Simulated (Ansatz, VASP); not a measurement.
# HfO2: VASP beside Ansatz

Contents of INCAR:

```
  PREC = Accurate
  ENCUT = 520
  EDIFF = 1E-6
  ISMEAR = 0
  SIGMA = 0.05
  LREAL = F
  LASPH = T
  NELM = 100
  ALGO = Normal
  ISIF = 2
  LWAVE = F
  LCHARG = F
  GGA = PE
  NBANDS = 31
```

File KPOINTS:

```
regular mesh
0
Gamma
  6 6 4
```

Contents of POSCAR:

```
HfO2
1.0
    3.5141971928      0.0000000000      0.0000000000
    0.0000000000      3.5141971928      0.0000000000
    0.0000000000      0.0000000000      5.3955663338
Hf O
2 4
Direct
    0.5000000000      0.5000000000      0.5000000000
    0.0000000000      0.0000000000      0.0000000000
    0.0000000000      0.5000000000      0.6932521152
    0.5000000000      0.0000000000      0.8067478848
    0.5000000000      0.0000000000      0.3067478848
    0.0000000000      0.5000000000      0.1932521152
```

Input for Ansatz:

```yaml
crystal:
  lattice:
    - [3.5141971928, 0.0, 0.0]
    - [0.0, 3.5141971928, 0.0]
    - [0.0, 0.0, 5.3955663338]
  atoms:
    - { symbol: Hf, position: [0.5, 0.5, 0.5] }
    - { symbol: Hf, position: [0.0, 0.0, 0.0] }
    - { symbol: O, position: [0.0, 0.5, 0.6932521152] }
    - { symbol: O, position: [0.5, 0.0, 0.8067478848] }
    - { symbol: O, position: [0.5, 0.0, 0.3067478848] }
    - { symbol: O, position: [0.0, 0.5, 0.1932521152] }
basis:
  ecutwfc: 420
kpoints:
  mp_grid: { grid: [6, 6, 4] }
hamiltonian:
  xc: pbe
scf:
  occupations: { method: gaussian, width: 0.05 }
output:
  forces: true
  stress: true
  eigenvalues: true
```

Change from the starting cell: strain -0.025 along x and y, +0.025 along z, atoms carried along.

Alike in both runs: task single point; functional PBE; k mesh 6 × 6 × 4; occupations gaussian, width 0.05 eV; no spin polarisation.

|  | VASP | Ansatz |
| --- | --- | --- |
| version | VASP 6.6.1 | Ansatz 0.2.0 |
| potentials or method | VASP PAW PBE potentials, release 64 (Hf_pv, O), cutoff 520 eV | scalar-relativistic, plane waves, PAW |
| valence electrons in the cell | 44 | 76 |

VASP gave:

* gap on the k mesh at the Fermi level (eV): 4.65
* least direct gap on the mesh (eV): 4.70
* pressure (GPa): 4.6
* traceless stress, the component that is largest in VASP (GPa): -11.46
* rms of the force components (eV/Å): 0.048

**Question.** Which values does Ansatz return?

**Answer.** gap on the k mesh at the Fermi level (eV): 4.67; least direct gap on the mesh (eV): 4.72; pressure (GPa): 7.8; traceless stress, the component that is largest in VASP (GPa): -11.33; rms of the force components (eV/Å): 0.024.

Atom by atom the forces differ by 0.025 eV/Å (rms over components). VASP's potentials hold 44 valence electrons a cell and Ansatz's 76, so a difference there can come from the potentials and not from the codes.

Spin-orbit coupling is off throughout.
